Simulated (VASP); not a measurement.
# TiSi2 (Cmcm) in VASP: a series of runs

The runs below take TiSi2 through single point, with PBE.

Everything below comes from runs of VASP 6.6.1. Logs are shortened: lines on timing, memory, paths and dates and some standing lists are left out, and cuts for length are marked.

## (1) The cell of the first run

Symmetry: Cmcm, No. 63, orthorhombic system. Conventional cell: a = 3.359 Å, b = 13.914 Å, c = 3.389 Å, α = 90.00°, β = 90.00°, γ = 90.00°. Ti (site symmetry m2m) has 10 Si at 2.46 to 2.81 Å within 3.3 Å. Within 3.1 Å of Si (site symmetry m2m) lie 2 Si at 2.36 Å and 6 Ti at 2.46 to 2.81 Å. Si (site symmetry m2m) has 8 Si at 2.39 to 3.15 Å and 4 Ti at 2.65 Å within 3.2 Å.

## (2) Single point, PBE

INCAR reads:

```
ALGO     = Normal         # electronic algorithm
EDIFF    = 1E-6           # SCF threshold, eV
ENCUT    = 520            # plane-wave cutoff, eV
GGA      = PE             # functional
ISIF     = 2              # what is computed and relaxed
ISMEAR   = 0              # smearing method
LASPH    = T              # aspherical terms in the spheres
LCHARG   = F              # write CHGCAR
LREAL    = F              # projectors in reciprocal space
LWAVE    = F              # write WAVECAR
NBANDS   = 29             # bands
NELM     = 60             # most SCF steps
PREC     = Accurate       # precision mode
SIGMA    = 0.15           # smearing width, eV
```

KPOINTS reads:

```
k-points
0
Gamma
  12 12 12
```

POSCAR reads:

```
TiSi2
1.0
    1.6795291458     -6.9570557565      0.0000000000
    1.6795291458      6.9570557565      0.0000000000
    0.0000000000      0.0000000000      3.3890826266
Ti Si
2 4
Direct
    0.8968075259      0.1031924741      0.7500000000
    0.1031924741      0.8968075259      0.2500000000
    0.5591373592      0.4408626408      0.7500000000
    0.4408626408      0.5591373592      0.2500000000
    0.2498287182      0.7501712818      0.7500000000
    0.7501712818      0.2498287182      0.2500000000
```

Potentials or basis: VASP PAW PBE potentials, release 64 (Ti_sv, Si).

Launch:

```sh
> cat potpaw_PBE.64/Ti_sv/POTCAR potpaw_PBE.64/Si/POTCAR > POTCAR
> mpirun -np 1 vasp_std > vasp.out
```

OUTCAR:

```text
EDIFF = 1E-6
   ENCUT = 520
   GGA = PE
   ISIF = 2
   ISMEAR = 0
   LASPH = T
   LREAL = F
   NELM = 60
   PREC = Accurate

 ion  position               nearest neighbor table
   1  0.897  0.103  0.750-   4 2.46   4 2.46   4 2.46   4 2.46   5 2.65   5 2.65   6 2.65   6 2.65
                             3 2.81   3 2.81
   2  0.103  0.897  0.250-   3 2.46   3 2.46   3 2.46   3 2.46   6 2.65   6 2.65   5 2.65   5 2.65
                             4 2.81   4 2.81
   3  0.559  0.441  0.750-   4 2.36   4 2.36   2 2.46   2 2.46   2 2.46   2 2.46   1 2.81   1 2.81
                             5 3.14   5 3.14
   4  0.441  0.559  0.250-   3 2.36   3 2.36   1 2.46   1 2.46   1 2.46   1 2.46   2 2.81   2 2.81
                             6 3.14   6 3.14
   5  0.250  0.750  0.750-   6 2.39   6 2.39   6 2.39   6 2.39   1 2.65   1 2.65   2 2.65   2 2.65
                             3 3.14   3 3.14
   6  0.750  0.250  0.250-   5 2.39   5 2.39   5 2.39   5 2.39   2 2.65   2 2.65   1 2.65   1 2.65
                             4 3.14   4 3.14

  LATTYP: Found a base centered orthorhombic cell.
 ALAT       =     3.3590582916
 B/A-ratio  =     4.1422655712
 C/A-ratio  =     1.0089383191

  Lattice vectors:

 A1 = (   1.6795291458,  -6.9570557565,   0.0000000000)
 A2 = (   1.6795291458,   6.9570557565,   0.0000000000)
 A3 = (   0.0000000000,   0.0000000000,   3.3890826266)

Analysis of symmetry for initial positions (statically):
=====================================================================
 Subroutine PRICEL returns:
 Original cell was already a primitive cell.

 Routine SETGRP: Setting up the symmetry group for a
 base centered orthorhombic supercell.

 Subroutine GETGRP returns: Found  8 space group operations
 (whereof  4 operations were pure point group operations)
 out of a pool of  8 trial point group operations.

The static configuration has the point symmetry C_2h.
 The point group associated with its full space group is D_2h.

Analysis of symmetry for dynamics (positions and initial velocities):
=====================================================================
 Subroutine PRICEL returns:
 Original cell was already a primitive cell.

 Routine SETGRP: Setting up the symmetry group for a
 base centered orthorhombic supercell.

 Subroutine GETGRP returns: Found  8 space group operations
 (whereof  4 operations were pure point group operations)
 out of a pool of  8 trial point group operations.

The dynamic configuration has the point symmetry C_2h.
 The point group associated with its full space group is D_2h.

 Subroutine INISYM returns: Found  8 space group operations
 (whereof  4 operations are pure point group operations),
 and found     1 'primitive' translations

----------------------------------------------------------------------------------------

                                     Primitive cell

  volume of cell :      79.2000

  direct lattice vectors                    reciprocal lattice vectors
     1.679529146 -6.957055756  0.000000000     0.297702485 -0.071869483  0.000000000
     1.679529146  6.957055756  0.000000000     0.297702485  0.071869483  0.000000000
     0.000000000  0.000000000  3.389082627     0.000000000  0.000000000  0.295065099

  length of vectors
     7.156915743  7.156915743  3.389082627     0.306254783  0.306254783  0.295065099

  position of ions in fractional coordinates (direct lattice)
     0.896807526  0.103192474  0.750000000
     0.103192474  0.896807526  0.250000000
     0.559137359  0.440862641  0.750000000
     0.440862641  0.559137359  0.250000000
     0.249828718  0.750171282  0.750000000
     0.750171282  0.249828718  0.250000000

  ion indices of the primitive-cell ions
   primitive index   ion index
                 1           1
                 2           2
                 3           3
                 4           4
                 5           5
                 6           6

----------------------------------------------------------------------------------------

 KPOINTS: k-points

Automatic generation of k-mesh.
 Grid dimensions read from file:
 generate k-points for:   12   12   12

 Generating k-lattice:

  Cartesian coordinates                     Fractional coordinates (reciprocal lattice)
     0.024808540 -0.005989124  0.000000000     0.083333333  0.000000000  0.000000000
     0.024808540  0.005989124  0.000000000     0.000000000  0.083333333  0.000000000
     0.000000000  0.000000000  0.024588758     0.000000000  0.000000000  0.083333333

  Length of vectors
     0.025521232  0.025521232  0.024588758

  Shift w.r.t. Gamma in fractional coordinates (k-lattice)
     0.000000000  0.000000000  0.000000000

 Subroutine IBZKPT returns following result:
 ===========================================

 Found    301 irreducible k-points:

 Following reciprocal coordinates:
            Coordinates               Weight
  0.000000  0.000000  0.000000      1.000000
  0.083333  0.000000  0.000000      4.000000
  0.166667  0.000000  0.000000      4.000000
  0.250000 -0.000000  0.000000      4.000000
  0.333333  0.000000  0.000000      4.000000
  0.416667  0.000000  0.000000      4.000000
[... 16 lines left out ...]
  0.500000  0.166667  0.000000      4.000000
 -0.416667  0.166667  0.000000      4.000000
 [... further k-points ...]
   k-points           NKPTS =    301   k-points in BZ     NKDIM =    301   number of bands    NBANDS=     29
   number of dos      NEDOS =    301   number of ions     NIONS =      6
   total plane-waves  NPLWV =  81648
   dimension x,y,z NGX =    54 NGY =   54 NGZ =   28
   dimension x,y,z NGXF=   108 NGYF=  108 NGZF=   56
   ions per type =               2   4
   NGX,Y,Z   is equivalent  to a cutoff of  12.54, 12.54, 13.73 a.u.
   NGXF,Y,Z  is equivalent  to a cutoff of  25.09, 25.09, 27.47 a.u.
 SYSTEM =  unknown system
   PREC   = accura    normal or accurate (medium, high low for compatibility)
   ISTART =      0    job   : 0-new  1-cont  2-samecut
   ICHARG =      2    charge: 1-file 2-atom 10-const
   ISPIN  =      1    spin polarized calculation?
   LNONCOLLINEAR =      F non collinear calculations
   LSORBIT =      F    spin-orbit coupling
   LASPH  =      T    aspherical Exc in radial PAW
   ENCUT  =  520.0 eV  38.22 Ry    6.18 a.u.  13.31 13.31  6.30*2*pi/ulx,y,z
   NELM   =     60;   NELMIN=  2; NELMDL= -5     # of ELM steps
   EDIFF  = 0.1E-05   stopping-criterion for ELM
   LREAL  =      F    real-space projection
   EDIFFG = 0.1E-04   stopping-criterion for IOM
   NSW    =      0    number of steps for IOM
   IBRION =     -1    ionic relax: 0-MD 1-quasi-New 2-CG
   NFREE  =      0    steps in history (QN), initial steepest desc. (CG)
   ISIF   =      2    stress and relaxation
   ISYM   =      2    0-nonsym 1-usesym 2-fastsym
   POTIM  = 0.5000    time-step for ionic-motion
   TEBEG  =    0.0;   TEEND  =   0.0 temperature during run
   PSTRESS=    0.0 pullay stress
   NELECT =      40.0000    total number of electrons
   NUPDOWN=      -1.0000    fix difference up-down
   EMIN   =  10.00;   EMAX   =-10.00  energy-range for DOS
   EFERMI =   0.00;   METHOD = LEGACY
   ISMEAR =     0;   SIGMA  =   0.15  broadening in eV -4-tet -1-fermi 0-gaus
   EFERMI_NEDOS =   21; number of points for ismear=-14 and -15
   IALGO  =     38    algorithm
   IMIX   =      4    mixing-type and parameters
     AMIX     =   0.40;   BMIX     =  1.00
     AMIX_MAG =   1.60;   BMIX_MAG =  1.00
  volume/ion in A,a.u.               =      13.20        89.08
  Fermi-wavevector in a.u.,A,eV,Ry     =   1.303726  2.463686 23.125854  1.699702
  Thomas-Fermi vector in A             =   2.434709
   LORBIT       =      0    0 simple, 1 ext, 2 COOP (PROOUT), +10 PAW based schemes
   GGA     = PE    functional components
   LHFCALC =     F    Hartree Fock is set to
   AEXX    =    0.0000 exact exchange contribution
   IVDW    =     0    specifies the selected vdW correction
   LEPSILON=     F    determine dielectric tensor
   LRPA    =     F    only Hartree local field effects (RPA)
 non-spin polarized calculation
 Gauss-broadening in eV      SIGMA  =   0.15
  energy-cutoff  :      520.00
  volume of cell :       79.20
 maximum number of plane-waves:      2154
 NGX is ok and might be reduce to    54

 number of electron      40.0000002 magnetization

 Free energy of the ion-electron system (eV)
  ---------------------------------------------------
  ext. energy  EPLUGINS =         0.00000000
  ---------------------------------------------------
  free energy    TOTEN  =       -40.12439455 eV

  energy without entropy =      -40.10693848  energy(sigma->0) =      -40.11566651

 E-fermi :  11.4577     XC(G=0): -11.9553

 val. band max:       11.4540469573   @ k =   0.0833   0.0000   0.1667
 cond. band min:      11.4633444464   @ k =  -0.4167   0.2500   0.1667
 fundamental gap:      0.0092974890
 Fermi energy:        11.4577465752

 k-point     1 :       0.0000    0.0000    0.0000
  band No.  band energies     occupation
      1     -45.1960      2.00000
      2     -45.1870      2.00000
      3     -21.6237      2.00000
      4     -21.5310      2.00000
      5     -21.5069      2.00000
      6     -21.4945      2.00000
[... 21 lines left out ...]
     28      14.5281      0.00000
     29      14.9071      0.00000

 k-point     2 :       0.0833    0.0000    0.0000
  band No.  band energies     occupation
      1     -45.1954      2.00000
      2     -45.1864      2.00000
      3     -21.6223      2.00000
      4     -21.5304      2.00000
      5     -21.5157      2.00000
      6     -21.5026      2.00000
[... 21 lines left out ...]
     28      14.8124      0.00000
     29      15.1187      0.00000

 k-point     3 :       0.1667    0.0000    0.0000
  band No.  band energies     occupation
      1     -45.1938      2.00000
      2     -45.1849      2.00000
      3     -21.6183      2.00000
      4     -21.5396      2.00000
      5     -21.5287      2.00000
      6     -21.5247      2.00000
[... 638 lines left out ...]
      5     -21.5849      2.00000
      6     -21.5255      2.00000
[... 21 lines left out ...]
     28      14.8587      0.00000
     29      14.9499      0.00000

 k-point    24 :      -0.4167    0.1667    0.0000
  band No.  band energies     occupation
      1     -45.1915      2.00000
      2     -45.1829      2.00000
      3     -21.6110      2.00000
      4     -21.5719      2.00000
      5     -21.5548      2.00000
      6     -21.5285      2.00000
[... 21 lines left out ...]
     28      14.5695      0.00000
     29      15.3355      0.00000

 [... further k-points ...]
[... 5 lines left out ...]
  --------------------------------------------------------------------------------------
  -------------------------------------------------------------------------------------
  Total       11.7471787      0.4391681     12.7829090      0.0000000      0.0000000      0.0000000
  in kB      237.6396893      8.8841563    258.5920075      0.0000000      0.0000000      0.0000000
  external PRESSURE =     168.3719510 kB  Pullay stress =       0.0000000 kB

 VOLUME and BASIS-vectors are now :
 -----------------------------------------------------------------------------
  energy-cutoff  :      520.00
  volume of cell :       79.20
      direct lattice vectors                 reciprocal lattice vectors
     1.679529146 -6.957055756  0.000000000     0.297702485 -0.071869483  0.000000000
     1.679529146  6.957055756  0.000000000     0.297702485  0.071869483  0.000000000
     0.000000000  0.000000000  3.389082627     0.000000000  0.000000000  0.295065099

 POSITION                                       TOTAL-FORCE (eV/Angst)
 -----------------------------------------------------------------------------------
      1.67953     -5.52122      2.54181         0.000000      0.502908      0.000000
      1.67953      5.52122      0.84727         0.000000     -0.502908      0.000000
      1.67953     -0.82284      2.54181         0.000000      0.261628      0.000000
      1.67953      0.82284      0.84727         0.000000     -0.261628      0.000000
      1.67953      3.48091      2.54181         0.000000      0.004700     -0.000000
      1.67953     -3.48091      0.84727         0.000000     -0.004700     -0.000000
 -----------------------------------------------------------------------------------
    total drift:                                0.000000      0.000000      0.000000

  FREE ENERGIE OF THE ION-ELECTRON SYSTEM (eV)
  ---------------------------------------------------
  free  energy   TOTEN  =       -40.1243945509 eV

  energy  without entropy=      -40.1069384772  energy(sigma->0) =      -40.11566651
```

It took 12 min on 1 thread of Intel Xeon 6975P-C (Granite Rapids), shared host; peak memory 0.67 GiB.

Results:

```
Free energy            : -40.1244 eV
Pressure               : 16.8 GPa
Largest force          : 0.503 eV/Å
Band gap on the k mesh : zero (band 20 reaches 12.12 eV, above the bottom of band 21 at 11.12 eV)
```

Forces in eV/Å, atoms in the order of the input:
```
Ti   0.000  0.503  0.000
Ti   0.000 -0.503  0.000
Si   0.000  0.262  0.000
Si   0.000 -0.262  0.000
Si   0.000  0.005  0.000
Si   0.000 -0.005  0.000
```

Stress tensor (GPa, compression positive):
```
23.76  0.00  0.00
 0.00  0.89  0.00
 0.00  0.00 25.86
```

## (3) Single point, PBE

This run uses another cell than the first one, of the same volume but with other edges.

INCAR reads:

```
SYSTEM = TiSi2
PREC     = Accurate       ! precision mode
ENCUT    = 520            ! plane-wave cutoff, eV
EDIFF    = 1E-6           ! SCF threshold, eV
ISMEAR   = 0              ! smearing method
SIGMA    = 0.15           ! smearing width, eV
LREAL    = .FALSE.        ! projectors in reciprocal space
LASPH    = .TRUE.         ! aspherical terms in the spheres
NELM     = 80             ! most SCF steps
ALGO     = Normal         ! electronic algorithm
ISIF     = 2              ! what is computed and relaxed
LWAVE    = .FALSE.        ! write WAVECAR
LCHARG   = .TRUE.         ! write CHGCAR
GGA      = PE             ! functional
LELF     = .TRUE.         ! ELF
LVHAR    = .TRUE.       
NBANDS   = 29             ! bands
```

KPOINTS reads:

```
Automatic mesh
0
G
  12 12 12
  0 0 0
```

Changes to POSCAR since step 2:

```diff
@@ -2,5 +2,5 @@
 1.0
-    1.6795291458     -6.9570557565      0.0000000000
-    1.6795291458      6.9570557565      0.0000000000
-    0.0000000000      0.0000000000      3.3890826266
+    1.7021356998     -6.7734856109      0.0000000000
+    1.7021356998      6.7734856109      0.0000000000
+    0.0000000000      0.0000000000      3.4346998638
 Ti Si
```

Potentials or basis: VASP PAW PBE potentials, release 64 (Ti_sv, Si).

Launch:

```sh
> cat potpaw_PBE.64/Ti_sv/POTCAR potpaw_PBE.64/Si/POTCAR > POTCAR
> mpirun -np 1 vasp_std > vasp.out
```

Run time: 9.7 min. Hardware: 1 thread of Intel Xeon 6975P-C (Granite Rapids), shared host; peak memory 0.67 GiB.

Results (log left out):

| Quantity | Value |
| --- | --- |
| Free energy | -40.3726 eV |
| Pressure | 15.0 GPa |
| Largest force | 0.130 eV/Å |
| Band gap on the k mesh | zero (band 20 reaches 12.04 eV, above the bottom of band 21 at 10.99 eV) |

Forces on the atoms (eV/Å):
```
Ti   0.000  0.130  0.000
Ti   0.000 -0.130  0.000
Si   0.000 -0.027  0.000
Si   0.000  0.027  0.000
Si   0.000  0.013  0.000
Si   0.000 -0.013  0.000
```

Stress tensor (GPa, compression positive):
```
18.55  0.00  0.00
 0.00  5.97  0.00
 0.00  0.00 20.49
```

Levels at points of the mesh, in eV from the Fermi level:
| k point | band 16 | band 17 | band 18 | band 19 | band 20 | band 21 | band 22 | band 23 | band 24 | band 25 |
| --- | --- | --- | --- | --- | --- | --- | --- | --- | --- | --- |
| (0.00, 0.00, 0.00) | -2.41 | -2.38 | -2.33 | -1.94 | 0.58 | 0.92 | 0.97 | 1.08 | 1.23 | 1.61 |
| (0.50, 0.00, 0.00) | -2.82 | -1.73 | -1.70 | -0.83 | -0.52 | -0.47 | 1.68 | 1.76 | 1.95 | 2.02 |
| (0.50, 0.50, 0.00) | -2.64 | -2.41 | -1.73 | -1.46 | 0.51 | 0.76 | 0.98 | 1.01 | 1.57 | 2.22 |
| (0.00, 0.00, 0.50) | -2.28 | -1.95 | -1.95 | -0.01 | -0.01 | 0.72 | 0.72 | 1.65 | 1.65 | 1.96 |
| (0.50, 0.00, 0.50) | -4.15 | -3.48 | -3.48 | -2.62 | -2.62 | 1.82 | 1.82 | 2.21 | 2.21 | 2.66 |
| (0.50, 0.50, 0.50) | -3.68 | -2.05 | -2.05 | -0.79 | -0.79 | 0.55 | 0.55 | 1.95 | 1.95 | 2.64 |

(Continued in part 2 of 2.)
